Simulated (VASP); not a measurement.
Input of a VASP 6.6.1 run:

File INCAR:

```
SYSTEM = C
PREC = Accurate
ENCUT = 520
EDIFF = 1E-7
ISMEAR = -1
SIGMA = 0.05
LREAL = .False.
LASPH = .True.
NELM = 80
ALGO = Normal
ISIF = 2
LWAVE = .False.
LCHARG = .False.
GGA = PE
NBANDS = 8
```

The input KPOINTS:

```
regular mesh
0
Gamma
  29 29 29
  0 0 0
```

The input POSCAR:

```
C
1.0
   -0.9680722400      0.9680722400      0.9680722400
    0.9680722400     -0.9680722400      0.9680722400
    0.9680722400      0.9680722400     -0.9680722400
C
1
Direct
    0.0000000000      0.0000000000      0.0000000000
```

Potentials or basis: VASP PAW PBE potentials, release 64 (C).

Command:

```bash
$ cat potpaw_PBE.64/C/POTCAR > POTCAR
$ mpirun -np 1 vasp_std > vasp.out
```

Q: What does it give for the band gap on the k mesh?

A: Zero (band 2 reaches 35.71 eV, above the bottom of band 3 at 12.69 eV).

Q: Predict the pressure.

A: 380.8 GPa.
